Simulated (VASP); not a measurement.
# InAs (Fm-3m) in VASP: a series of runs

The runs below take InAs through vibrations by perturbation theory, elastic constants, with LDA.

Everything below comes from runs of VASP 6.6.1. Logs are shortened: lines on timing, memory, paths and dates and some standing lists are left out, and cuts for length are marked.

## (1) The cell of the first run

Symmetry: Fm-3m, No. 225, cubic system. Conventional cell: a = 5.755 Å, b = 5.755 Å, c = 5.755 Å, α = 90.00°, β = 90.00°, γ = 90.00°. In (site symmetry m-3m) has 6 As at 2.88 Å within 3.8 Å. Within 3.8 Å of As (site symmetry m-3m) lie 6 In at 2.88 Å.

## (2) Vibrations by perturbation theory, LDA

File INCAR:

```
SYSTEM = InAs
PREC     = Accurate       ! precision mode
ENCUT    = 520            ! plane-wave cutoff, eV
EDIFF    = 1E-8           ! SCF threshold, eV
ISMEAR   = -1             ! smearing method
SIGMA    = 0.05           ! smearing width, eV
LREAL    = .FALSE.        ! projectors in reciprocal space
LASPH    = .TRUE.         ! aspherical terms in the spheres
NELM     = 60             ! most SCF steps
ALGO     = Normal         ! electronic algorithm
ISIF     = 2              ! what is computed and relaxed
LWAVE    = .FALSE.        ! write WAVECAR
LCHARG   = .TRUE.         ! write CHGCAR
IBRION   = 8              ! ionic algorithm
NSW      = 1              ! ionic steps
```

File KPOINTS:

```
Automatic mesh
0
G
  6 6 6
  0 0 0
```

File POSCAR:

```
InAs
1.0
    0.0000000000      2.8773040000      2.8773040000
    2.8773040000      0.0000000000      2.8773040000
    2.8773040000      2.8773040000      0.0000000000
In As
1 1
Direct
    0.5000000000      0.5000000000      0.5000000000
    0.0000000000      0.0000000000      0.0000000000
```

Potentials or basis: VASP PAW LDA potentials, release 64 (In_d, As).

Run with:

```bash
cat potpaw_LDA.64/In_d/POTCAR potpaw_LDA.64/As/POTCAR > POTCAR
mpirun -np 1 vasp_std > vasp.out
```

OUTCAR:

```text
SYSTEM = InAs
   PREC = Accurate
   ENCUT = 520
   EDIFF = 1E-8
   ISMEAR = -1
   LREAL = .FALSE.
   LASPH = .TRUE.
   NELM = 60
   ISIF = 2
   IBRION = 8
   NSW = 1

 ion  position               nearest neighbor table
   1  0.500  0.500  0.500-   2 2.88   2 2.88   2 2.88   2 2.88   2 2.88   2 2.88
   2  0.000  0.000  0.000-   1 2.88   1 2.88   1 2.88   1 2.88   1 2.88   1 2.88

  LATTYP: Found a face centered cubic cell.
 ALAT       =     5.7546080000

  Lattice vectors:

 A1 = (   0.0000000000,   2.8773040000,   2.8773040000)
 A2 = (   2.8773040000,   0.0000000000,   2.8773040000)
 A3 = (   2.8773040000,   2.8773040000,   0.0000000000)

Analysis of symmetry for initial positions (statically):
=====================================================================
 Subroutine PRICEL returns:
 Original cell was already a primitive cell.

 Routine SETGRP: Setting up the symmetry group for a
 face centered cubic supercell.

 Subroutine GETGRP returns: Found 48 space group operations
 (whereof 48 operations were pure point group operations)
 out of a pool of 48 trial point group operations.

The static configuration has the point symmetry O_h .

Analysis of symmetry for dynamics (positions and initial velocities):
=====================================================================
 Subroutine PRICEL returns:
 Original cell was already a primitive cell.

 Routine SETGRP: Setting up the symmetry group for a
 face centered cubic supercell.

 Subroutine GETGRP returns: Found 48 space group operations
 (whereof 48 operations were pure point group operations)
 out of a pool of 48 trial point group operations.

The dynamic configuration has the point symmetry O_h .

 Subroutine INISYM returns: Found 48 space group operations
 (whereof 48 operations are pure point group operations),
 and found     1 'primitive' translations

----------------------------------------------------------------------------------------

                                     Primitive cell

  volume of cell :      47.6417

  direct lattice vectors                    reciprocal lattice vectors
     0.000000000  2.877304000  2.877304000    -0.173773783  0.173773783  0.173773783
     2.877304000  0.000000000  2.877304000     0.173773783 -0.173773783  0.173773783
     2.877304000  2.877304000  0.000000000     0.173773783  0.173773783 -0.173773783

  length of vectors
     4.069122340  4.069122340  4.069122340     0.300985021  0.300985021  0.300985021

  position of ions in fractional coordinates (direct lattice)
     0.500000000  0.500000000  0.500000000
     0.000000000  0.000000000  0.000000000

  ion indices of the primitive-cell ions
   primitive index   ion index
                 1           1
                 2           2

----------------------------------------------------------------------------------------

 KPOINTS: Automatic mesh

Automatic generation of k-mesh.
 Grid dimensions read from file:
 generate k-points for:    6    6    6

 Generating k-lattice:

  Cartesian coordinates                     Fractional coordinates (reciprocal lattice)
    -0.028962297  0.028962297  0.028962297     0.166666667  0.000000000  0.000000000
     0.028962297 -0.028962297  0.028962297     0.000000000  0.166666667  0.000000000
     0.028962297  0.028962297 -0.028962297     0.000000000  0.000000000  0.166666667

  Length of vectors
     0.050164170  0.050164170  0.050164170

[... 73 lines left out ...]
   LEPSILON=     F    determine dielectric tensor
   LRPA    =     F    only Hartree local field effects (RPA)
 non-spin polarized calculation
  energy-cutoff  :      520.00
  volume of cell :       47.64
 maximum number of plane-waves:      1303
   NGX = 15   NGY = 15   NGZ = 15

--------------------------------------- Ionic step        1  -------------------------------------------

 number of electron      18.0000002 magnetization

 Free energy of the ion-electron system (eV)
  ---------------------------------------------------
  ext. energy  EPLUGINS =         0.00000000
  ---------------------------------------------------
  free energy    TOTEN  =        -8.73347229 eV

  energy without entropy =       -8.72038369  energy(sigma->0) =       -8.72692799

 E-fermi :   5.8140     XC(G=0): -10.3347

 val. band max:        5.8084484883   @ k =   0.3333   0.0000   0.0000
 cond. band min:       5.9690961762   @ k =   0.5000   0.0000   0.0000
 fundamental gap:      0.1606476879
 Fermi energy:         5.8139700808

 k-point     1 :       0.0000    0.0000    0.0000
  band No.  band energies     occupation
      1      -8.4874      2.00000
      2      -8.4874      2.00000
      3      -8.4642      2.00000
      4      -8.4642      2.00000
      5      -8.4642      2.00000
      6      -6.3550      2.00000
      7       4.9361      2.00000
      8       5.5634      1.98677
      9       5.5634      1.98677
     10       5.5634      1.98677
     11      12.9872      0.00000
     12      12.9872      0.00000
     13      12.9872      0.00000
[... 228 lines left out ...]
      2      -8.4823      2.00000
      3      -8.4750      2.00000
      4      -8.4162      2.00000
      5      -8.3840      2.00000
      6      -3.8067      2.00000
      7       1.1853      2.00000
      8       1.5375      2.00000
      9       2.7095      2.00000
     10       6.4962      0.00000
     11      11.1592      0.00000
     12      11.3383      0.00000
     13      14.0620      0.00000

------------------------ aborting loop because EDIFF is reached ----------------------------------------

  FORCE on cell =-STRESS in cart. coord.  units (eV):
  Direction    XX          YY          ZZ          XY          YZ          ZX
  --------------------------------------------------------------------------------------
  -------------------------------------------------------------------------------------
  Total       -1.4799464     -1.4799464     -1.4799464     -0.0000000      0.0000000      0.0000000
  in kB      -49.7701928    -49.7701928    -49.7701928     -0.0000000      0.0000000      0.0000000
  external PRESSURE =     -49.7701928 kB  Pullay stress =       0.0000000 kB

 VOLUME and BASIS-vectors are now :
 -----------------------------------------------------------------------------
  energy-cutoff  :      520.00
  volume of cell :       47.64
      direct lattice vectors                 reciprocal lattice vectors
     0.000000000  2.877304000  2.877304000    -0.173773783  0.173773783  0.173773783
     2.877304000  0.000000000  2.877304000     0.173773783 -0.173773783  0.173773783
     2.877304000  2.877304000  0.000000000     0.173773783  0.173773783 -0.173773783

 POSITION                                       TOTAL-FORCE (eV/Angst)
 -----------------------------------------------------------------------------------
      2.87730      2.87730      2.87730        -0.000000     -0.000000     -0.000000
      0.00000      0.00000      0.00000         0.000000      0.000000      0.000000
 -----------------------------------------------------------------------------------
    total drift:                                0.000000      0.000000      0.000000

  FREE ENERGIE OF THE ION-ELECTRON SYSTEM (eV)
  ---------------------------------------------------
  free  energy   TOTEN  =        -8.7334722880 eV

  energy  without entropy=       -8.7203836888  energy(sigma->0) =       -8.72692799

[... ionic steps 2 to 3 ...]

--------------------------------------- Ionic step        4  -------------------------------------------

------------------------ aborting loop because EDIFF is reached ----------------------------------------

[... ionic steps 5 to 6 ...]

--------------------------------------- Ionic step        7  -------------------------------------------

 Free energy of the ion-electron system (eV)
  ---------------------------------------------------
  ---------------------------------------------------
  free energy    TOTEN  =        -0.04436001 eV

  energy without entropy =       -0.04436001

------------------------ aborting loop because EDIFF is reached ----------------------------------------

 INTERNAL STRAIN TENSOR  FOR ION    2  DIRECTION 1   (eV/Angst):
 -----------------------------------------------------------------------------
    -0.07154 -0.00000  0.00000
    -0.00000  0.04206  0.00000
     0.00000  0.00000  0.04206

 INTERNAL STRAIN TENSOR FOR ION    2 for displacements in x,y,z  (eV/Angst):
          X           Y           Z          XY          YZ          ZX
  --------------------------------------------------------------------------------
  x     0.00000     0.00000     0.00000     0.00000     0.00000     0.00000
  y     0.00000     0.00000     0.00000     0.00000     0.00000     0.00000
  z     0.00000     0.00000     0.00000     0.00000     0.00000     0.00000

 SECOND DERIVATIVES (NOT SYMMETRIZED)
 ------------------------------------
               1X          1Y          1Z          2X          2Y          2Z
  1X    -1.702310    0.000000    0.000000    1.702310    0.000000    0.000000
  1Y     0.000000   -1.702310    0.000000    0.000000    1.702310    0.000000
  1Z     0.000000    0.000000   -1.702310    0.000000    0.000000    1.702310
  2X     1.673242    0.000000    0.000000   -1.673242    0.000000    0.000000
  2Y     0.000000    1.673242    0.000000    0.000000   -1.673242    0.000000
  2Z     0.000000    0.000000    1.673242    0.000000    0.000000   -1.673242

 Eigenvectors and eigenvalues of the dynamical matrix
 ----------------------------------------------------

   1 f  =    3.013608 THz    18.935055 2PiTHz  100.523131 cm-1    12.463274 meV
             X         Y         Z           dx          dy          dz
      2.877304  2.877304  2.877304    -0.134975    0.617066    0.000000
      0.000000  0.000000  0.000000     0.165659   -0.757343    0.000000
[... 21 lines left out ...]
   6 f/i=    0.012709 THz     0.079851 2PiTHz    0.423914 cm-1     0.052559 meV
             X         Y         Z           dx          dy          dz
      2.877304  2.877304  2.877304     0.022542    0.078071    0.770978
      0.000000  0.000000  0.000000     0.018367    0.063610    0.628176

--------------------------------------------------------------------------------------------------------

 ELASTIC MODULI CONTR FROM IONIC RELAXATION (kBar)
 Direction    XX          YY          ZZ          XY          YZ          ZX
 --------------------------------------------------------------------------------
 XX           0.0000      0.0000      0.0000      0.0000      0.0000      0.0000
 YY           0.0000      0.0000      0.0000      0.0000      0.0000      0.0000
 ZZ           0.0000      0.0000      0.0000      0.0000      0.0000      0.0000
 XY           0.0000      0.0000      0.0000      0.0000      0.0000      0.0000
 YZ           0.0000      0.0000      0.0000      0.0000      0.0000      0.0000
 ZX           0.0000      0.0000      0.0000      0.0000      0.0000      0.0000
 --------------------------------------------------------------------------------
```

Wall time 77 s (1 thread of Intel Xeon Platinum 8488C (Sapphire Rapids), shared host); peak memory 0.2 GiB.

What came out:

| Item | Value |
| --- | --- |
| Highest phonon frequency at Γ, LO-TO splitting left out | 101 cm⁻¹ |

Phonon frequencies in cm⁻¹ (negative: imaginary):
| q point | frequencies |
| --- | --- |
| (0.000, 0.000, 0.000) | 0 0 0 101 101 101 |

Caveat: the cell stands under pressure or tension, which shifts response properties; spin-orbit coupling is left out, which moves the levels of the heavy elements.

## (3) Elastic constants, LDA

File INCAR:

```
ALGO     = Normal         # electronic algorithm
EDIFF    = 1E-8           # SCF threshold, eV
ENCUT    = 600            # plane-wave cutoff, eV
GGA      = CA             # functional
IBRION   = 6              # ionic algorithm
ISIF     = 3              # what is computed and relaxed
ISMEAR   = -1             # smearing method
LASPH    = True           # aspherical terms in the spheres
LCHARG   = False          # write CHGCAR
LREAL    = False          # projectors in reciprocal space
LWAVE    = False          # write WAVECAR
NELM     = 60             # most SCF steps
NFREE    = 2            
NSW      = 1              # ionic steps
POTIM    = 0.015          # step
PREC     = Accurate       # precision mode
SIGMA    = 0.05           # smearing width, eV
```

File KPOINTS:

```
k-points
0
Gamma
  6 6 6
```

POSCAR is that of step 2.

Potentials or basis: VASP PAW LDA potentials, release 64 (In_d, As).

Run with:

```bash
cat potpaw_LDA.64/In_d/POTCAR potpaw_LDA.64/As/POTCAR > POTCAR
mpirun -np 1 vasp_std > vasp.out
```

OUTCAR:

```text
EDIFF = 1E-8
   ENCUT = 600
   GGA = CA
   IBRION = 6
   ISIF = 3
   ISMEAR = -1
   LASPH = True
   LREAL = False
   NELM = 60
   NFREE = 2
   NSW = 1
   POTIM = 0.015
   PREC = Accurate

 ion  position               nearest neighbor table
   1  0.500  0.500  0.500-   2 2.88   2 2.88   2 2.88   2 2.88   2 2.88   2 2.88
   2  0.000  0.000  0.000-   1 2.88   1 2.88   1 2.88   1 2.88   1 2.88   1 2.88

  LATTYP: Found a face centered cubic cell.
 ALAT       =     5.7546080000

  Lattice vectors:

 A1 = (   0.0000000000,   2.8773040000,   2.8773040000)
 A2 = (   2.8773040000,   0.0000000000,   2.8773040000)
 A3 = (   2.8773040000,   2.8773040000,   0.0000000000)

[... 798 lines left out ...]
  --------------------------------------------------------------------------------
  x     0.00000     0.00000     0.00000     0.00000     0.00000     0.00000
  y     0.00000     0.00000     0.00000     0.00000     0.00000     0.00000
  z     0.00000     0.00000     0.00000     0.00000     0.00000     0.00000

 INTERNAL STRAIN TENSOR FOR ION    2 for displacements in x,y,z  (eV/Angst):
          X           Y           Z          XY          YZ          ZX
  --------------------------------------------------------------------------------
  x     0.00000     0.00000     0.00000     0.00000     0.00000     0.00000
  y     0.00000     0.00000     0.00000     0.00000     0.00000     0.00000
  z     0.00000     0.00000     0.00000     0.00000     0.00000     0.00000

 Eigenvectors and eigenvalues of the dynamical matrix
 ----------------------------------------------------

   1 f  =    3.009648 THz    18.910177 2PiTHz  100.391055 cm-1    12.446899 meV
             X         Y         Z           dx          dy          dz
      2.877304  2.877304  2.877304     0.000000   -0.629914    0.000000
      0.000000  0.000000  0.000000     0.000000    0.776665    0.000000
[... 21 lines left out ...]
   6 f/i=    0.005937 THz     0.037305 2PiTHz    0.198048 cm-1     0.024555 meV
             X         Y         Z           dx          dy          dz
      2.877304  2.877304  2.877304     0.000000    0.000000    0.776665
      0.000000  0.000000  0.000000     0.000000    0.000000    0.629914

--------------------------------------------------------------------------------------------------------

 ELASTIC MODULI CONTR FROM IONIC RELAXATION (kBar)
 Direction    XX          YY          ZZ          XY          YZ          ZX
 --------------------------------------------------------------------------------
 XX           0.0000      0.0000      0.0000      0.0000      0.0000      0.0000
 YY           0.0000      0.0000      0.0000      0.0000      0.0000      0.0000
 ZZ           0.0000      0.0000      0.0000      0.0000      0.0000      0.0000
 XY           0.0000      0.0000      0.0000      0.0000      0.0000      0.0000
 YZ           0.0000      0.0000      0.0000      0.0000      0.0000      0.0000
 ZX           0.0000      0.0000      0.0000      0.0000      0.0000      0.0000
 --------------------------------------------------------------------------------

 TOTAL ELASTIC MODULI (kBar)
 Direction    XX          YY          ZZ          XY          YZ          ZX
 --------------------------------------------------------------------------------
 XX        1151.1784    293.5175    293.5175      0.0000     -0.0000     -0.0000
 YY         293.5175   1151.1784    293.5175     -0.0000      0.0000      0.0000
 ZZ         293.5175    293.5175   1151.1784      0.0000      0.0000     -0.0000
 XY           0.0000     -0.0000      0.0000     54.7229     -0.0000      0.0000
 YZ          -0.0000      0.0000      0.0000     -0.0000     54.7229      0.0000
 ZX          -0.0000      0.0000     -0.0000      0.0000      0.0000     54.7229
 --------------------------------------------------------------------------------
```

It took 9.9 min on 1 thread of Intel Xeon 8259CL, shared host; peak memory 0.25 GiB.

Results:

* Elastic constants C11, C12, C44: 115, 29, 5 GPa
* Voigt bulk modulus: 58 GPa
* Highest phonon frequency at Γ, LO-TO splitting left out: 100 cm⁻¹

Phonon frequencies in cm⁻¹ (negative: imaginary):
```csv
q point,frequencies
"(0.000, 0.000, 0.000)",0 0 0 100 100 100
```

Elastic tensor in Voigt notation (GPa, in the Cartesian axes of the cell as first typed):
```
115  29  29   0   0   0
 29 115  29   0   0   0
 29  29 115   0   0   0
  0   0   0   5   0   0
  0   0   0   0   5   0
  0   0   0   0   0   5
```

Clamped-ion elastic tensor (GPa):
```
115  29  29   0   0   0
 29 115  29   0   0   0
 29  29 115   0   0   0
  0   0   0   5   0   0
  0   0   0   0   5   0
  0   0   0   0   0   5
```

Caveat: the cell is under stress, which shifts elastic constants; spin-orbit coupling is left out, which moves the levels of the heavy elements.
